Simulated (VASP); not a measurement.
# HfTe5Mo (F-43m) in VASP: further runs

Runs on HfTe5Mo. Level: PBE. Tasks: single point.

Everything below comes from runs of VASP 6.6.1. Logs are shortened: lines on timing, memory, paths and dates and some standing lists are left out, and cuts for length are marked.

### Step 1. The cell of the first run

It takes space group F-43m (No. 216, cubic). The conventional cell has a = 10.164 Å, b = 10.164 Å, c = 10.164 Å, α = 90.00°, β = 90.00°, γ = 90.00°. Within 5.6 Å of Hf (site symmetry -43m) lie 16 Te at 4.27 to 4.40 Å and 4 Mo at 4.40 Å. Within 3.3 Å of Te (site symmetry 3m) lie 1 Mo at 2.47 Å and 3 Te at 3.15 Å. Within 5.5 Å of Te (site symmetry -43m) lie 12 Te at 4.18 Å and 4 Hf at 4.40 Å and 6 Mo at 5.08 Å. Within 3.3 Å of Mo (site symmetry -43m) lie 4 Te at 2.47 Å.

### Step 2. Single point, PBE

File INCAR:

```
ALGO = Normal
EDIFF = 1E-6
ENCUT = 500
GGA = PE
GGA_COMPAT = False
ISIF = 2
ISMEAR = 0
LASPH = True
LCHARG = False
LREAL = False
LWAVE = False
NBANDS = 36
NELM = 120
PREC = Accurate
SIGMA = 0.2
```

File KPOINTS:

```
k-points
0
Gamma
  3 3 3
```

File POSCAR:

```
HfTe5Mo
1.0
    0.0000000000      5.0818858869      5.0818858869
    5.0818858869      0.0000000000      5.0818858869
    5.0818858869      5.0818858869      0.0000000000
Hf Te Mo
1 5 1
Direct
    0.0000000000      0.0000000000      0.0000000000
    0.3903164111      0.3903164111      0.3903164111
    0.3903164111      0.3903164111      0.8290507666
    0.3903164111      0.8290507666      0.3903164111
    0.8290507666      0.3903164111      0.3903164111
    0.7500000000      0.7500000000      0.7500000000
    0.2500000000      0.2500000000      0.2500000000
```

Potentials or basis: VASP PAW PBE potentials, release 64 (Hf_pv, Te, Mo_sv).

Run with:

```sh
$ cat potpaw_PBE.64/Hf_pv/POTCAR potpaw_PBE.64/Te/POTCAR potpaw_PBE.64/Mo_sv/POTCAR > POTCAR
$ mpirun -np 1 vasp_std > vasp.out
```

OUTCAR:

```text
EDIFF = 1E-6
   ENCUT = 500
   GGA = PE
   ISIF = 2
   ISMEAR = 0
   LASPH = True
   LREAL = False
   NELM = 120
   PREC = Accurate

 ion  position               nearest neighbor table
   1  0.000  0.000  0.000-
   2  0.390  0.390  0.390-   7 2.47   4 3.15   5 3.15   3 3.15
   3  0.390  0.390  0.829-   7 2.47   4 3.15   5 3.15   2 3.15
   4  0.390  0.829  0.390-   7 2.47   3 3.15   5 3.15   2 3.15
   5  0.829  0.390  0.390-   7 2.47   3 3.15   4 3.15   2 3.15
   6  0.750  0.750  0.750-
   7  0.250  0.250  0.250-   2 2.47   3 2.47   4 2.47   5 2.47

  LATTYP: Found a face centered cubic cell.
 ALAT       =    10.1637717738

  Lattice vectors:

 A1 = (   0.0000000000,   5.0818858869,   5.0818858869)
 A2 = (   5.0818858869,   0.0000000000,   5.0818858869)
 A3 = (   5.0818858869,   5.0818858869,   0.0000000000)

Analysis of symmetry for initial positions (statically):
=====================================================================
 Subroutine PRICEL returns:
 Original cell was already a primitive cell.

 Routine SETGRP: Setting up the symmetry group for a
 face centered cubic supercell.

 Subroutine GETGRP returns: Found 24 space group operations
 (whereof 24 operations were pure point group operations)
 out of a pool of 48 trial point group operations.

The static configuration has the point symmetry T_d .

Analysis of symmetry for dynamics (positions and initial velocities):
=====================================================================
 Subroutine PRICEL returns:
 Original cell was already a primitive cell.

 Routine SETGRP: Setting up the symmetry group for a
 face centered cubic supercell.

 Subroutine GETGRP returns: Found 24 space group operations
 (whereof 24 operations were pure point group operations)
 out of a pool of 48 trial point group operations.

The dynamic configuration has the point symmetry T_d .

 Subroutine INISYM returns: Found 24 space group operations
 (whereof 24 operations are pure point group operations),
 and found     1 'primitive' translations

----------------------------------------------------------------------------------------

                                     Primitive cell

  volume of cell :     262.4851

  direct lattice vectors                    reciprocal lattice vectors
     0.000000000  5.081885887  5.081885887    -0.098388671  0.098388671  0.098388671
     5.081885887  0.000000000  5.081885887     0.098388671 -0.098388671  0.098388671
     5.081885887  5.081885887  0.000000000     0.098388671  0.098388671 -0.098388671

  length of vectors
     7.186871944  7.186871944  7.186871944     0.170414178  0.170414178  0.170414178

  position of ions in fractional coordinates (direct lattice)
     0.000000000  0.000000000  0.000000000
     0.390316411  0.390316411  0.390316411
     0.390316411  0.390316411  0.829050767
     0.390316411  0.829050767  0.390316411
     0.829050767  0.390316411  0.390316411
     0.750000000  0.750000000  0.750000000
     0.250000000  0.250000000  0.250000000

  ion indices of the primitive-cell ions
   primitive index   ion index
                 1           1
                 2           2
                 3           3
                 4           4
                 5           5
                 6           6
                 7           7

----------------------------------------------------------------------------------------

 KPOINTS: k-points

Automatic generation of k-mesh.
 Grid dimensions read from file:
 generate k-points for:    3    3    3

 Generating k-lattice:

  Cartesian coordinates                     Fractional coordinates (reciprocal lattice)
    -0.032796224  0.032796224  0.032796224     0.333333333  0.000000000  0.000000000
     0.032796224 -0.032796224  0.032796224     0.000000000  0.333333333  0.000000000
     0.032796224  0.032796224 -0.032796224     0.000000000  0.000000000  0.333333333

  Length of vectors
     0.056804726  0.056804726  0.056804726

  Shift w.r.t. Gamma in fractional coordinates (k-lattice)
     0.000000000  0.000000000  0.000000000

 Subroutine IBZKPT returns following result:
 ===========================================

 Found      4 irreducible k-points:

 Following reciprocal coordinates:
            Coordinates               Weight
  0.000000  0.000000  0.000000      1.000000
  0.333333  0.000000  0.000000      8.000000
  0.333333  0.333333  0.000000      6.000000
 -0.333333  0.333333  0.000000     12.000000
   k-points           NKPTS =      4   k-points in BZ     NKDIM =      4   number of bands    NBANDS=     36
   number of dos      NEDOS =    301   number of ions     NIONS =      7
   total plane-waves  NPLWV = 157464
   dimension x,y,z NGX =    54 NGY =   54 NGZ =   54
   dimension x,y,z NGXF=   108 NGYF=  108 NGZF=  108
   ions per type =               1   5   1
   NGX,Y,Z   is equivalent  to a cutoff of  12.49, 12.49, 12.49 a.u.
   NGXF,Y,Z  is equivalent  to a cutoff of  24.98, 24.98, 24.98 a.u.
 SYSTEM =  unknown system
   PREC   = accura    normal or accurate (medium, high low for compatibility)
   ISTART =      0    job   : 0-new  1-cont  2-samecut
   ICHARG =      2    charge: 1-file 2-atom 10-const
   ISPIN  =      1    spin polarized calculation?
   LNONCOLLINEAR =      F non collinear calculations
   LSORBIT =      F    spin-orbit coupling
   LASPH  =      T    aspherical Exc in radial PAW
   ENCUT  =  500.0 eV  36.75 Ry    6.06 a.u.  13.10 13.10 13.10*2*pi/ulx,y,z
   NELM   =    120;   NELMIN=  2; NELMDL= -5     # of ELM steps
   EDIFF  = 0.1E-05   stopping-criterion for ELM
   LREAL  =      F    real-space projection
   EDIFFG = 0.1E-04   stopping-criterion for IOM
   NSW    =      0    number of steps for IOM
   IBRION =     -1    ionic relax: 0-MD 1-quasi-New 2-CG
   NFREE  =      0    steps in history (QN), initial steepest desc. (CG)
   ISIF   =      2    stress and relaxation
   ISYM   =      2    0-nonsym 1-usesym 2-fastsym
   POTIM  = 0.5000    time-step for ionic-motion
   TEBEG  =    0.0;   TEEND  =   0.0 temperature during run
   PSTRESS=    0.0 pullay stress
   NELECT =      54.0000    total number of electrons
   NUPDOWN=      -1.0000    fix difference up-down
   EMIN   =  10.00;   EMAX   =-10.00  energy-range for DOS
   EFERMI =   0.00;   METHOD = LEGACY
   ISMEAR =     0;   SIGMA  =   0.20  broadening in eV -4-tet -1-fermi 0-gaus
   EFERMI_NEDOS =   21; number of points for ismear=-14 and -15
   IALGO  =     38    algorithm
   IMIX   =      4    mixing-type and parameters
     AMIX     =   0.40;   BMIX     =  1.00
     AMIX_MAG =   1.60;   BMIX_MAG =  1.00
  volume/ion in A,a.u.               =      37.50       253.05
  Fermi-wavevector in a.u.,A,eV,Ry     =   0.966432  1.826291 12.707709  0.933990
  Thomas-Fermi vector in A             =   2.096233
   LORBIT       =      0    0 simple, 1 ext, 2 COOP (PROOUT), +10 PAW based schemes
   GGA     = PE    functional components
   LHFCALC =     F    Hartree Fock is set to
   AEXX    =    0.0000 exact exchange contribution
   IVDW    =     0    specifies the selected vdW correction
   LEPSILON=     F    determine dielectric tensor
   LRPA    =     F    only Hartree local field effects (RPA)
 non-spin polarized calculation
 Gauss-broadening in eV      SIGMA  =   0.20
  energy-cutoff  :      500.00
  volume of cell :      262.49
 maximum number of plane-waves:      6663
 NGX is ok and might be reduce to    54
   NGX = 27   NGY = 27   NGZ = 27

 number of electron      53.9999999 magnetization

 Free energy of the ion-electron system (eV)
  ---------------------------------------------------
  ext. energy  EPLUGINS =         0.00000000
  ---------------------------------------------------
  free energy    TOTEN  =       -29.16243494 eV

  energy without entropy =      -28.94124995  energy(sigma->0) =      -29.05184245

 E-fermi :   4.0468     XC(G=0):  -8.6977

 val. band max:        4.0081010440   @ k =  -0.3333   0.3333   0.0000
 cond. band min:       4.0641753140   @ k =   0.0000   0.0000   0.0000
 fundamental gap:      0.0560742701
 Fermi energy:         4.0467947792

 k-point     1 :       0.0000    0.0000    0.0000
  band No.  band energies     occupation
      1     -56.7289      2.00000
      2     -30.9358      2.00000
      3     -30.9358      2.00000
      4     -30.9358      2.00000
      5     -29.5049      2.00000
      6     -29.5049      2.00000
[... 28 lines left out ...]
     35       5.0070      0.00000
     36       7.2418      0.00000

 k-point     2 :       0.3333    0.0000    0.0000
  band No.  band energies     occupation
      1     -56.7289      2.00000
      2     -30.9358      2.00000
      3     -30.9358      2.00000
      4     -30.9358      2.00000
      5     -29.5049      2.00000
      6     -29.5049      2.00000
[... 28 lines left out ...]
     35       5.5045      0.00000
     36       5.5528      0.00000

 k-point     3 :       0.3333    0.3333    0.0000
  band No.  band energies     occupation
      1     -56.7289      2.00000
      2     -30.9358      2.00000
      3     -30.9358      2.00000
      4     -30.9358      2.00000
      5     -29.5049      2.00000
      6     -29.5049      2.00000
[... 28 lines left out ...]
     35       5.7478      0.00000
     36       5.8195      0.00000

 k-point     4 :      -0.3333    0.3333    0.0000
  band No.  band energies     occupation
      1     -56.7289      2.00000
      2     -30.9358      2.00000
      3     -30.9358      2.00000
      4     -30.9358      2.00000
      5     -29.5049      2.00000
      6     -29.5049      2.00000
[... 28 lines left out ...]
     35       5.8108      0.00000
     36       5.8532      0.00000

------------------------ aborting loop because EDIFF is reached ----------------------------------------

  FORCE on cell =-STRESS in cart. coord.  units (eV):
  Direction    XX          YY          ZZ          XY          YZ          ZX
  --------------------------------------------------------------------------------------
  -------------------------------------------------------------------------------------
  Total        0.8472350      0.8472350      0.8472350      0.0000000     -0.0000000      0.0000000
  in kB        5.1714193      5.1714193      5.1714193      0.0000000     -0.0000000      0.0000000
  external PRESSURE =       5.1714193 kB  Pullay stress =       0.0000000 kB

 VOLUME and BASIS-vectors are now :
 -----------------------------------------------------------------------------
  energy-cutoff  :      500.00
  volume of cell :      262.49
      direct lattice vectors                 reciprocal lattice vectors
     0.000000000  5.081885887  5.081885887    -0.098388671  0.098388671  0.098388671
     5.081885887  0.000000000  5.081885887     0.098388671 -0.098388671  0.098388671
     5.081885887  5.081885887  0.000000000     0.098388671  0.098388671 -0.098388671

 POSITION                                       TOTAL-FORCE (eV/Angst)
 -----------------------------------------------------------------------------------
      0.00000      0.00000      0.00000         0.000000      0.000000      0.000000
      3.96709      3.96709      3.96709         0.004751      0.004751      0.004751
      6.19668      6.19668      3.96709        -0.004751     -0.004751      0.004751
      6.19668      3.96709      6.19668        -0.004751      0.004751     -0.004751
      3.96709      6.19668      6.19668         0.004751     -0.004751     -0.004751
      7.62283      7.62283      7.62283         0.000000      0.000000      0.000000
      2.54094      2.54094      2.54094         0.000000      0.000000      0.000000
 -----------------------------------------------------------------------------------
    total drift:                                0.000000      0.000000      0.000000

  FREE ENERGIE OF THE ION-ELECTRON SYSTEM (eV)
  ---------------------------------------------------
  free  energy   TOTEN  =       -29.1624349443 eV

  energy  without entropy=      -28.9412499459  energy(sigma->0) =      -29.05184245
```

Run time: 69 s. Hardware: 1 thread of Intel Xeon 6975P-C (Granite Rapids), shared host; peak memory 0.4 GiB.

Results:

- Free energy: -29.1624 eV
- Pressure: 0.5 GPa
- Largest force: 0.008 eV/Å
- Band gap on the k mesh: zero (band 27 reaches 4.09 eV, above the bottom of band 28 at 4.01 eV)

Forces on the atoms (eV/Å):
```
Hf   0.000  0.000  0.000
Te   0.005  0.005  0.005
Te  -0.005 -0.005  0.005
Te  -0.005  0.005 -0.005
Te   0.005 -0.005 -0.005
Te   0.000  0.000  0.000
Mo   0.000  0.000  0.000
```

Caveat: spin-orbit coupling is left out, which moves the levels of the heavy elements.

### Step 3. Single point, PBE

This run uses another cell than the first one, of 40.36 Å³/atom, 1.076 times its volume.

File INCAR:

```
  ALGO = Normal
  EDIFF = 1E-6
  ENCUT = 500
  GGA = PE
  GGA_COMPAT = F
  ISIF = 2
  ISMEAR = 0
  LASPH = T
  LCHARG = F
  LREAL = F
  LWAVE = F
  NBANDS = 36
  NELM = 120
  PREC = Accurate
  SIGMA = 0.2
```

KPOINTS is that of step 2.

File POSCAR:

```
HfTe5Mo
1.0
    0.0000000000      5.2079694635      5.2079694635
    5.2079694635      0.0000000000      5.2079694635
    5.2079694635      5.2079694635      0.0000000000
Hf Te Mo
1 5 1
Direct
    0.2500000000      0.2500000000      0.2500000000
    0.1055404775      0.1055404775      0.1055404775
    0.1055404775      0.1055404775      0.6833785674
    0.1055404775      0.6833785674      0.1055404775
    0.6833785674      0.1055404775      0.1055404775
    0.7500000000      0.7500000000      0.7500000000
    0.5000000000      0.5000000000      0.5000000000
```

Potentials or basis: VASP PAW PBE potentials, release 64 (Hf_pv, Te, Mo_sv).

Run with:

```sh
$ cat potpaw_PBE.64/Hf_pv/POTCAR potpaw_PBE.64/Te/POTCAR potpaw_PBE.64/Mo_sv/POTCAR > POTCAR
$ mpirun -np 1 vasp_std > vasp.out
```

Run time: 2 min. Hardware: 1 thread of Intel Xeon 6975P-C (Granite Rapids), shared host; peak memory 0.42 GiB.

Results (log left out):

| Quantity | Value |
| --- | --- |
| Free energy | -25.9017 eV |
| Pressure | 0.4 GPa |
| Largest force | 0.009 eV/Å |
| Band gap on the k mesh | zero (band 27 reaches 3.23 eV, above the bottom of band 28 at 3.15 eV) |

Forces in eV/Å, atoms in the order of the input:
```
Hf   0.000  0.000  0.000
Te   0.005  0.005  0.005
Te  -0.005 -0.005  0.005
Te  -0.005  0.005 -0.005
Te   0.005 -0.005 -0.005
Te   0.000  0.000  0.000
Mo   0.000  0.000  0.000
```

Levels at points of the mesh, in eV from the Fermi level:
```
           k point  band 22  band 23  band 24  band 25  band 26  band 27  band 28  band 29  band 30  band 31
(0.00, 0.00, 0.00)    -0.45    -0.45    -0.45     0.04     0.04     0.08     0.08     0.08     0.18     0.58
```

Caveat: spin-orbit coupling is left out, which moves the levels of the heavy elements.

(Continued in part 2 of 2.)
